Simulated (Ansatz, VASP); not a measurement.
## One calculation of WC, two programs

```xyz
10
Lattice="2.8836 0.0000 0.0000 -1.4418 2.4973 0.0000 0.0000 0.0000 27.6562" Properties=species:S:1:pos:R:3 pbc="T T T"
C     1.4418    0.8324    7.7426
C     1.4418    0.8324   10.3206
C     1.4418    0.8324   13.1104
C     1.4418    0.8324   15.9262
C     1.4418    0.8324   18.7508
W     0.0000    0.0000    8.8272
W     0.0000    0.0000   11.6874
W     0.0000    0.0000   14.5018
W     0.0000    0.0000   17.3204
W     0.0000    0.0000   20.0934
```

Alike in both runs: functional LDA; k mesh 12 × 12 × 1; occupations gaussian, width 0.1 eV; no spin polarisation.

Ansatz relaxed the structure, and its values are those at the end. VASP's run is a single point on that final structure, the one shown.

```csv
,VASP,Ansatz
version,VASP 6.6.1,Ansatz 0.2.0
potentials or method,"VASP PAW LDA potentials, release 64 (C, W_sv), cutoff 520 eV","scalar-relativistic, plane waves, PAW"
valence electrons in the cell,90,90
```

|  | VASP | Ansatz | Ansatz less VASP |
| --- | --- | --- | --- |
| gap on the k mesh at the Fermi level (eV) | none | none | - |
| rms of the force components (eV/Å) | 0.043 | 0.002 | -0.0418 |
| work function, face that differs most (eV) | 5.12 | 5.13 | +0.009 |

LDA's correlation is that of Perdew and Zunger in VASP and of Perdew and Wang (1992) in Ansatz. A gap of «none» marks a metal or a gap that the smearing closes. Ansatz's warnings: xc potential rough in thin density.

Neither program's run includes spin-orbit coupling.
